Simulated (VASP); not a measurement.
HfH2: single point with LDA

HfH2:

```
CELL_PARAMETERS angstrom
-1.70422 1.70422 2.18050
1.70422 -1.70422 2.18050
1.70422 1.70422 -2.18050
ATOMIC_POSITIONS crystal
Hf 0.00000 0.00000 0.00000
H 0.75000 0.25000 0.50000
H 0.25000 0.75000 0.50000
```

This cell differs from its parent crystal: equal xx and yy strain of -2 %.

```json
{
  "Program": "VASP 6.6.1",
  "Task": "single point",
  "Functional": "LDA",
  "Potentials or basis": "VASP PAW LDA potentials, release 64 (Hf_pv, H)",
  "Cutoff": "520 eV",
  "k mesh": "12 × 12 × 12",
  "Occupations": "fermi-dirac, width 0.03 eV",
  "Spin": "no spin polarisation",
  "Dipole correction": "no",
  "Further INCAR settings": "ALGO = Normal; EDIFF = 1e-06; NBANDS = 13"
}
```

| Item | Value |
| --- | --- |
| Pressure | -2.4 GPa |
| Band gap on the k mesh | zero (bands 6 and 7 overlap by 0.91 eV) |

Stress tensor (GPa, compression positive):
```
-1.60  0.00  0.00
 0.00 -1.60  0.00
 0.00  0.00 -4.06
```

Levels at points of the mesh, in eV from the Fermi level:
```csv
k point,band 3,band 4,band 5,band 6,band 7,band 8,band 9,band 10
"(0.00, 0.00, 0.00)",-30.58,-11.36,-1.18,-0.49,-0.49,0.18,2.08,3.30
"(0.50, 0.00, 0.00)",-30.65,-8.49,-5.00,-0.75,0.42,4.07,4.79,4.96
"(0.50, 0.50, 0.00)",-30.78,-6.83,-5.47,-4.19,4.21,4.48,5.44,6.68
"(0.50, 0.50, 0.50)",-30.93,-7.73,-4.29,-3.96,4.77,4.90,4.90,6.08
```

It took 19 s on 1 thread of Intel(R) Xeon(R) Platinum 8559C (Emerald Rapids), with other jobs on the host, peak memory 0.16 GiB.

Caveat: the cell differs from its parent crystal (equal xx and yy strain of -2 %); spin-orbit coupling is left out, which moves the levels of the heavy elements.
